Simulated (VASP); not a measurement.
# HfNbTe4 (P-6m2) in VASP: notebook

HfNbTe4 is run at these levels: PBE; tasks: relaxation of cell and atoms, single point.

Program: VASP 6.6.1. These are calculated values, not measurements. Logs are shortened: lines on timing, memory, paths and dates and some standing lists are left out, and cuts for length are marked.

## (1) The cell of the first run

The structure is hexagonal, space group P-6m2 (No. 187). Conventional cell: a = 6.306 Å, b = 6.306 Å, c = 4.968 Å, α = 90.00°, β = 90.00°, γ = 120.00°. Hf (site symmetry -6m2) has 3 Nb at 3.64 Å and 15 Te at 3.64 to 4.01 Å and 2 Hf at 4.97 Å within 5.0 Å. Within 4.0 Å of Nb (site symmetry -6m2) lie 9 Te at 3.06 to 3.64 Å and 3 Hf at 3.64 Å. Within 4.1 Å of Te (site symmetry -6m2) lie 6 Te at 3.09 Å and 3 Nb at 3.64 Å and 3 Hf at 3.64 Å. Within 4.1 Å of Te (site symmetry mm2) lie 2 Nb at 3.06 Å and 6 Te at 3.09 to 3.20 Å and 4 Hf at 4.01 Å.

The cell was generated, and may not be a known phase.

## (2) Relaxation of cell and atoms, PBE

Contents of INCAR:

```
SYSTEM = HfNbTe4
PREC = Accurate ; ENCUT = 500
EDIFF = 1E-7 ; ISMEAR = 0
SIGMA = 0.1 ; LREAL = .False.
LASPH = .True. ; NELM = 120
ALGO = Normal ; ISIF = 3
LWAVE = .False. ; LCHARG = .False.
GGA = PE ; IBRION = 2
NSW = 90 ; EDIFFG = -0.04
GGA_COMPAT = .False. ; NELMIN = 4
```

Contents of KPOINTS:

```
regular mesh
0
Gamma
  3 3 4
  0 0 0
```

Contents of POSCAR:

```
HfNbTe4
1.0
    6.3059718700      0.0000000000      0.0000000000
   -3.1529859300      5.4611318300      0.0000000000
    0.0000000000      0.0000000000      4.9675743100
Hf Nb Te
1 1 4
Direct
    0.0000000000      0.0000000000      0.0000000000
    0.3333333300      0.6666666700      0.0000000000
    0.6666666700      0.3333333300      0.0000000000
    0.0045345200      0.5022672600      0.5000000000
    0.4977327400      0.5022672600      0.5000000000
    0.4977327400      0.9954654800      0.5000000000
```

Potentials or basis: VASP PAW PBE potentials, release 64 (Hf_pv, Nb_sv, Te).

Command:

```console
$ cat potpaw_PBE.64/Hf_pv/POTCAR potpaw_PBE.64/Nb_sv/POTCAR potpaw_PBE.64/Te/POTCAR > POTCAR
$ mpirun -np 1 vasp_std > vasp.out
```

OUTCAR:

```text
SYSTEM = HfNbTe4
   PREC = Accurate
   ENCUT = 500
   EDIFF = 1E-7
   ISMEAR = 0
   LREAL = .False.
   LASPH = .True.
   NELM = 120
   ISIF = 3
   GGA = PE
   IBRION = 2
   NSW = 90
   EDIFFG = -0.04
   NELMIN = 4

 ion  position               nearest neighbor table
   1  0.000  0.000  0.000-   3 3.64   3 3.64   3 3.64
   2  0.333  0.667  0.000-   6 3.06   6 3.06   4 3.06   4 3.06   5 3.06   5 3.06
   3  0.667  0.333  0.000-   6 3.09   6 3.09   4 3.09   4 3.09   5 3.09   5 3.09   1 3.64   1 3.64
                             1 3.64
   4  0.005  0.502  0.500-   2 3.06   2 3.06   3 3.09   3 3.09   6 3.11   5 3.11   6 3.20   5 3.20

   5  0.498  0.502  0.500-   2 3.06   2 3.06   3 3.09   3 3.09   6 3.11   4 3.11   6 3.20   4 3.20

   6  0.498  0.995  0.500-   2 3.06   2 3.06   3 3.09   3 3.09   5 3.11   4 3.11   5 3.20   4 3.20

  LATTYP: Found a hexagonal cell.
 ALAT       =     6.3059718700
 C/A-ratio  =     0.7877571312

  Lattice vectors:

 A1 = (   6.3059718700,   0.0000000000,   0.0000000000)
 A2 = (  -3.1529859300,   5.4611318300,   0.0000000000)
 A3 = (   0.0000000000,   0.0000000000,   4.9675743100)

Analysis of symmetry for initial positions (statically):
=====================================================================
 Subroutine PRICEL returns:
 Original cell was already a primitive cell.

 Routine SETGRP: Setting up the symmetry group for a
 hexagonal supercell.

 Subroutine GETGRP returns: Found 12 space group operations
 (whereof 12 operations were pure point group operations)
 out of a pool of 24 trial point group operations.

The static configuration has the point symmetry D_3h.

Analysis of symmetry for dynamics (positions and initial velocities):
=====================================================================
 Subroutine PRICEL returns:
 Original cell was already a primitive cell.

 Routine SETGRP: Setting up the symmetry group for a
 hexagonal supercell.

 Subroutine GETGRP returns: Found 12 space group operations
 (whereof 12 operations were pure point group operations)
 out of a pool of 24 trial point group operations.

The dynamic configuration has the point symmetry D_3h.

 Subroutine INISYM returns: Found 12 space group operations
 (whereof 12 operations are pure point group operations),
 and found     1 'primitive' translations

----------------------------------------------------------------------------------------

                                     Primitive cell

  volume of cell :     171.0721

  direct lattice vectors                    reciprocal lattice vectors
     6.305971870  0.000000000  0.000000000     0.158579838  0.091556112  0.000000000
    -3.152985930  5.461131830  0.000000000     0.000000000  0.183112225  0.000000000
     0.000000000  0.000000000  4.967574310     0.000000000  0.000000000  0.201305494

  length of vectors
     6.305971870  6.305971863  4.967574310     0.183112225  0.183112225  0.201305494

  position of ions in fractional coordinates (direct lattice)
     0.000000000  0.000000000  0.000000000
     0.333333330  0.666666670  0.000000000
     0.666666670  0.333333330  0.000000000
     0.004534520  0.502267260  0.500000000
     0.497732740  0.502267260  0.500000000
     0.497732740  0.995465480  0.500000000

  ion indices of the primitive-cell ions
   primitive index   ion index
                 1           1
                 2           2
                 3           3
                 4           4
                 5           5
                 6           6

----------------------------------------------------------------------------------------

 KPOINTS: regular mesh

Automatic generation of k-mesh.
 Grid dimensions read from file:
 generate k-points for:    3    3    4

 Generating k-lattice:

  Cartesian coordinates                     Fractional coordinates (reciprocal lattice)
     0.052859946  0.030518704  0.000000000     0.333333333  0.000000000  0.000000000
     0.000000000  0.061037408  0.000000000     0.000000000  0.333333333  0.000000000
     0.000000000  0.000000000  0.050326373     0.000000000  0.000000000  0.250000000

  Length of vectors
     0.061037408  0.061037408  0.050326373

  Shift w.r.t. Gamma in fractional coordinates (k-lattice)
     0.000000000  0.000000000  0.000000000

 Subroutine IBZKPT returns following result:
 ===========================================

 Found      9 irreducible k-points:

 Following reciprocal coordinates:
            Coordinates               Weight
  0.000000  0.000000  0.000000      1.000000
  0.333333  0.000000  0.000000      6.000000
  0.333333  0.333333  0.000000      2.000000
  0.000000  0.000000  0.250000      2.000000
  0.333333  0.000000  0.250000     12.000000
  0.333333  0.333333  0.250000      4.000000
  0.000000  0.000000  0.500000      1.000000
  0.333333  0.000000  0.500000      6.000000
  0.333333  0.333333  0.500000      2.000000
   k-points           NKPTS =      9   k-points in BZ     NKDIM =      9   number of bands    NBANDS=     28
   number of dos      NEDOS =    301   number of ions     NIONS =      6
   total plane-waves  NPLWV =  82944
   dimension x,y,z NGX =    48 NGY =   48 NGZ =   36
   dimension x,y,z NGXF=    96 NGYF=   96 NGZF=   72
   ions per type =               1   1   4
   NGX,Y,Z   is equivalent  to a cutoff of  12.65, 12.65, 12.05 a.u.
   NGXF,Y,Z  is equivalent  to a cutoff of  25.31, 25.31, 24.10 a.u.
 SYSTEM =  HfNbTe4
   PREC   = accura    normal or accurate (medium, high low for compatibility)
   ISTART =      0    job   : 0-new  1-cont  2-samecut
   ICHARG =      2    charge: 1-file 2-atom 10-const
   ISPIN  =      1    spin polarized calculation?
   LNONCOLLINEAR =      F non collinear calculations
   LSORBIT =      F    spin-orbit coupling
   LASPH  =      T    aspherical Exc in radial PAW
   ENCUT  =  500.0 eV  36.75 Ry    6.06 a.u.  11.50 11.50  9.06*2*pi/ulx,y,z
   NELM   =    120;   NELMIN=  4; NELMDL= -5     # of ELM steps
   EDIFF  = 0.1E-06   stopping-criterion for ELM
   LREAL  =      F    real-space projection
   EDIFFG = -.4E-01   stopping-criterion for IOM
   NSW    =     90    number of steps for IOM
   IBRION =      2    ionic relax: 0-MD 1-quasi-New 2-CG
   NFREE  =      1    steps in history (QN), initial steepest desc. (CG)
   ISIF   =      3    stress and relaxation
   ISYM   =      2    0-nonsym 1-usesym 2-fastsym
   POTIM  = 0.5000    time-step for ionic-motion
   TEBEG  =    0.0;   TEEND  =   0.0 temperature during run
   PSTRESS=    0.0 pullay stress
   NELECT =      47.0000    total number of electrons
   NUPDOWN=      -1.0000    fix difference up-down
   EMIN   =  10.00;   EMAX   =-10.00  energy-range for DOS
   EFERMI =   0.00;   METHOD = LEGACY
   ISMEAR =     0;   SIGMA  =   0.10  broadening in eV -4-tet -1-fermi 0-gaus
   EFERMI_NEDOS =   21; number of points for ismear=-14 and -15
   IALGO  =     38    algorithm
   IMIX   =      4    mixing-type and parameters
     AMIX     =   0.40;   BMIX     =  1.00
     AMIX_MAG =   1.60;   BMIX_MAG =  1.00
  volume/ion in A,a.u.               =      28.51       192.41
  Fermi-wavevector in a.u.,A,eV,Ry     =   1.064260  2.011160 15.410632  1.132649
  Thomas-Fermi vector in A             =   2.199773
   LORBIT       =      0    0 simple, 1 ext, 2 COOP (PROOUT), +10 PAW based schemes
   GGA     = PE    functional components
   LHFCALC =     F    Hartree Fock is set to
   AEXX    =    0.0000 exact exchange contribution
   IVDW    =     0    specifies the selected vdW correction
   LEPSILON=     F    determine dielectric tensor
   LRPA    =     F    only Hartree local field effects (RPA)
 conjugate gradient relaxation of ions
 non-spin polarized calculation
 Gauss-broadening in eV      SIGMA  =   0.10
  energy-cutoff  :      500.00
  volume of cell :      171.07
 maximum number of plane-waves:      4387
 NGX is ok and might be reduce to    48
   NGX = 23   NGY = 23   NGZ = 19

--------------------------------------- Ionic step        1  -------------------------------------------

 number of electron      46.9999994 magnetization

 Free energy of the ion-electron system (eV)
  ---------------------------------------------------
  ext. energy  EPLUGINS =         0.00000000
  ---------------------------------------------------
  free energy    TOTEN  =       -27.84131138 eV

  energy without entropy =      -27.79028432  energy(sigma->0) =      -27.81579785

------------------------ aborting loop because EDIFF is reached ----------------------------------------

  FORCE on cell =-STRESS in cart. coord.  units (eV):
  Direction    XX          YY          ZZ          XY          YZ          ZX
  --------------------------------------------------------------------------------------
  -------------------------------------------------------------------------------------
  Total       -2.8801102     -2.8801102     -1.6178585     -0.0000000      0.0000000      0.0000000
  in kB      -26.9737065    -26.9737065    -15.1520735     -0.0000000      0.0000000      0.0000000
  external PRESSURE =     -23.0331622 kB  Pullay stress =       0.0000000 kB

 VOLUME and BASIS-vectors are now :
 -----------------------------------------------------------------------------
  energy-cutoff  :      500.00
  volume of cell :      171.07
      direct lattice vectors                 reciprocal lattice vectors
     6.305971870  0.000000000  0.000000000     0.158579838  0.091556112  0.000000000
    -3.152985930  5.461131830  0.000000000     0.000000000  0.183112225  0.000000000
     0.000000000  0.000000000  4.967574310     0.000000000  0.000000000  0.201305494

 POSITION                                       TOTAL-FORCE (eV/Angst)
 -----------------------------------------------------------------------------------
      0.00000      0.00000      0.00000        -0.000000      0.000000      0.000000
     -0.00000      3.64075      0.00000        -0.000000      0.000000      0.000000
      3.15299      1.82038      0.00000        -0.000000      0.000000      0.000000
     -1.55505      2.74295      2.48379         1.089716      0.629148     -0.000000
      1.55505      2.74295      2.48379        -1.089716      0.629148     -0.000000
      0.00000      5.43637      2.48379        -0.000000     -1.258296      0.000000
 -----------------------------------------------------------------------------------
    total drift:                                0.000058     -0.000033     -0.000000
[... 150 lines left out ...]
 POSITION                                       TOTAL-FORCE (eV/Angst)
 -----------------------------------------------------------------------------------
     -0.00000      0.00000      0.00000        -0.000000      0.000000      0.000000
     -0.00000      3.59434     -0.00000        -0.000000      0.000000      0.000000
      3.11279      1.79717     -0.00000        -0.000000      0.000000      0.000000
     -1.48134      2.73909      2.46532        -0.009790     -0.005652      0.000000
      1.48134      2.73909      2.46532         0.009790     -0.005652      0.000000
      0.00000      5.30484      2.46532         0.000000      0.011305     -0.000000
 -----------------------------------------------------------------------------------
    total drift:                                0.000058     -0.000033     -0.000000

  FREE ENERGIE OF THE ION-ELECTRON SYSTEM (eV)
  ---------------------------------------------------
  free  energy   TOTEN  =       -28.0106241182 eV

  energy  without entropy=      -27.9592397560  energy(sigma->0) =      -27.98493194

--------------------------------------- Ionic step        6  -------------------------------------------

 number of electron      46.9999997 magnetization

 Free energy of the ion-electron system (eV)
  ---------------------------------------------------
  ext. energy  EPLUGINS =         0.00000000
  ---------------------------------------------------
  free energy    TOTEN  =       -28.01187970 eV

  energy without entropy =      -27.96080692  energy(sigma->0) =      -27.98634331

 E-fermi :   7.6808     XC(G=0): -10.1773

 val. band max:        7.6780069315   @ k =   0.3333   0.0000   0.0000
 cond. band min:       7.6961264912   @ k =   0.0000   0.0000   0.0000
 fundamental gap:      0.0181195597
 Fermi energy:         7.6808019885

 k-point     1 :       0.0000    0.0000    0.0000
  band No.  band energies     occupation
      1     -47.6721      2.00000
      2     -25.1072      2.00000
      3     -24.8741      2.00000
      4     -24.8741      2.00000
      5     -23.7704      2.00000
      6     -23.6966      2.00000
[... 20 lines left out ...]
     27       9.1397      0.00000
     28       9.1973      0.00000
[... 259 lines left out ...]
 VOLUME and BASIS-vectors are now :
 -----------------------------------------------------------------------------
  energy-cutoff  :      500.00
  volume of cell :      165.50
      direct lattice vectors                 reciprocal lattice vectors
     6.236242849 -0.000000000 -0.000000000     0.160352960  0.092579825  0.000000000
    -3.118121420  5.400744727  0.000000000     0.000000000  0.185159649  0.000000000
    -0.000000000 -0.000000000  4.913963336     0.000000000 -0.000000000  0.203501722

 POSITION                                       TOTAL-FORCE (eV/Angst)
 -----------------------------------------------------------------------------------
      6.23624     -0.00000      0.00000         0.000000      0.000000     -0.000000
     -0.00000      3.60050      0.00000         0.000000     -0.000000     -0.000000
      3.11812      1.80025      0.00000         0.000000      0.000000     -0.000000
     -1.48320      2.74417      2.45698         0.002653      0.001531      0.000000
      1.48320      2.74417      2.45698        -0.002653      0.001531      0.000000
      0.00000      5.31315      2.45698        -0.000000     -0.003063     -0.000000
 -----------------------------------------------------------------------------------
    total drift:                                0.000058     -0.000033      0.000000

  FREE ENERGIE OF THE ION-ELECTRON SYSTEM (eV)
  ---------------------------------------------------
  free  energy   TOTEN  =       -28.0118796987 eV

  energy  without entropy=      -27.9608069208  energy(sigma->0) =      -27.98634331

 reached required accuracy - stopping structural energy minimisation
```

Run time: 13 min. Hardware: 1 thread of Intel Xeon 8259CL, shared host; peak memory 0.31 GiB.

Results:

```
Free energy                           : -28.0119 eV
Relaxed volume                        : 27.58 Å³/atom
Relaxed cell                          : a = 6.236 Å, b = 6.236 Å, c = 4.914 Å, α = 90.00°, β = 90.00°, γ = 120.00°
Space group after relaxing (to 0.1 Å) : P-6m2 (No. 187)
Energy gained by relaxing             : 28.4 meV/atom
Ionic steps                           : 6
Pressure after relaxing               : 0.0 GPa
Largest force after relaxing          : 0.003 eV/Å
Band gap on the k mesh                : zero (an odd number of electrons rules out a gap without spin polarisation)
```

Forces on the atoms (eV/Å):
```
Hf   0.000  0.000  0.000
Nb   0.000  0.000  0.000
Te   0.000  0.000  0.000
Te   0.003  0.002  0.000
Te  -0.003  0.002  0.000
Te   0.000 -0.003  0.000
```

The path:
| step | energy change (eV) | largest force (eV/Å) | pressure (GPa) | volume (Å³) |
| --- | --- | --- | --- | --- |
| 1 | 0.0000 | 1.2583 | -2.30 | 171.07 |
| 2 | -0.1432 | 0.0837 | 1.83 | 161.12 |
| 3 | -0.1575 | 0.2773 | 0.74 | 163.28 |
| 4 | -0.1693 | 0.0207 | -0.07 | 165.58 |
| 5 | -0.1693 | 0.0113 | -0.05 | 165.50 |
| 6 | -0.1706 | 0.0031 | -0.02 | 165.50 |

Final structure:
```
CELL_PARAMETERS angstrom
6.23624 0.00000 0.00000
-3.11812 5.40074 0.00000
0.00000 0.00000 4.91396
ATOMIC_POSITIONS crystal
Hf 0.00000 0.00000 0.00000
Nb 0.33333 0.66667 0.00000
Te 0.66667 0.33333 0.00000
Te 0.01622 0.50811 0.50000
Te 0.49189 0.50811 0.50000
Te 0.49189 0.98378 0.50000
```

Levels at points of the mesh, in eV from the Fermi level:
| k point | band 21 | band 22 | band 23 | band 24 | band 25 | band 26 | band 27 | band 28 |
| --- | --- | --- | --- | --- | --- | --- | --- | --- |
| (0.00, 0.00, 0.00) | -0.61 | -0.49 | 0.02 | 0.02 | 0.13 | 0.13 | 1.46 | 1.52 |
| (0.00, 0.00, 0.50) | 0.02 | 0.31 | 0.31 | 0.45 | 0.45 | 0.80 | 1.28 | 1.28 |

Caveat: the k points lie up to 0.39 Å⁻¹ apart in the final cell, too coarse for converged energies and pressures of a metal; spin-orbit coupling is left out, which moves the levels of the heavy elements; an odd number of electrons without spin polarisation forces a metal; a magnetic or distorted state may lie lower.

## (3) Single point, PBE, collinear spin

This run uses another cell than the first one, of 27.63 Å³/atom.

Contents of INCAR:

```
SYSTEM = HfNbTe4
ALGO     = Normal         ! electronic algorithm
EDIFF    = 1E-6           ! SCF threshold, eV
ENCUT    = 500            ! plane-wave cutoff, eV
GGA      = PE             ! functional
GGA_COMPAT= .FALSE.      
ISIF     = 2              ! what is computed and relaxed
ISMEAR   = 0              ! smearing method
ISPIN    = 2              ! spin polarisation
LASPH    = .TRUE.         ! aspherical terms in the spheres
LCHARG   = .FALSE.        ! write CHGCAR
LMAXMIX  = 4              ! l up to which the mixer works
LORBIT   = 11             ! projections on sites
LREAL    = .FALSE.        ! projectors in reciprocal space
LWAVE    = .FALSE.        ! write WAVECAR
MAGMOM   = 0 1 0 0 0 0    ! initial moments
NBANDS   = 36             ! bands
NELM     = 200            ! most SCF steps
PREC     = Accurate       ! precision mode
SIGMA    = 0.1            ! smearing width, eV
```

Contents of KPOINTS:

```
k-points
0
G
  3 3 4
  0 0 0
```

Contents of POSCAR:

```
HfNbTe4
1.0
    6.2427263682      0.0000000000      0.0000000000
   -3.1213631841      5.4063596238      0.0000000000
    0.0000000000      0.0000000000      4.9127313508
Hf Nb Te
1 1 4
Direct
    0.0000000000      0.0000000000      0.0000000000
    0.3333333333      0.6666666667      0.0000000000
    0.6666666667      0.3333333333      0.0000000000
    0.0164704742      0.5082352371      0.5000000000
    0.4917647629      0.5082352371      0.5000000000
    0.4917647629      0.9835295258      0.5000000000
```

Potentials or basis: VASP PAW PBE potentials, release 64 (Hf_pv, Nb_sv, Te).

Command:

```console
$ cat potpaw_PBE.64/Hf_pv/POTCAR potpaw_PBE.64/Nb_sv/POTCAR potpaw_PBE.64/Te/POTCAR > POTCAR
$ mpirun -np 1 vasp_std > vasp.out
```

Run time: 6.3 min. Hardware: 1 thread of Intel Xeon 8259CL, shared host; peak memory 0.39 GiB.

Results (log left out):

- Free energy: -28.0157 eV
- Pressure: -0.1 GPa
- Largest force: 0.005 eV/Å
- Net moment: 0.85 μB per cell
- Site moments: Hf +0.25; Nb +0.21; Te +0.04, +0.01 (each value once) μB
- Valence electrons inside the program's atomic spheres: Hf 7.64; Nb 10.52; Te 3.31, 3.34 (each value once)

Forces in eV/Å, atoms in the order of the input:
```
Hf   0.000  0.000  0.000
Nb   0.000  0.000  0.000
Te   0.000  0.000  0.000
Te  -0.004 -0.002  0.000
Te   0.004 -0.002  0.000
Te   0.000  0.005  0.000
```

Stress tensor (GPa, compression positive):
```
-0.10  0.00  0.00
 0.00 -0.10  0.00
 0.00  0.00 -0.01
```

Levels at points of the mesh, in eV from the Fermi level:
Spin up:
```csv
k point,band 22,band 23,band 24,band 25,band 26,band 27
"(0.00, 0.00, 0.00)",-0.66,-0.10,-0.10,0.03,0.03,1.43
"(0.00, 0.00, 0.50)",0.23,0.23,0.37,0.37,0.52,1.17
```
Spin down:
| k point | band 19 | band 20 | band 21 | band 22 | band 23 | band 24 | band 25 | band 26 | band 27 | band 28 |
| --- | --- | --- | --- | --- | --- | --- | --- | --- | --- | --- |
| (0.00, 0.00, 0.00) | -2.05 | -2.05 | -0.60 | -0.31 | 0.12 | 0.12 | 0.17 | 0.17 | 1.43 | 1.54 |
| (0.00, 0.00, 0.50) | -0.83 | -0.83 | 0.06 | 0.34 | 0.34 | 0.52 | 0.52 | 1.00 | 1.33 | 1.33 |

Caveat: the k points lie up to 0.39 Å⁻¹ apart; a moment this small can come from the mesh or the smearing; spin-orbit coupling is left out, which moves the levels of the heavy elements.

The gap in the log of VASP goes by the Fermi energy; the results here count the filled bands.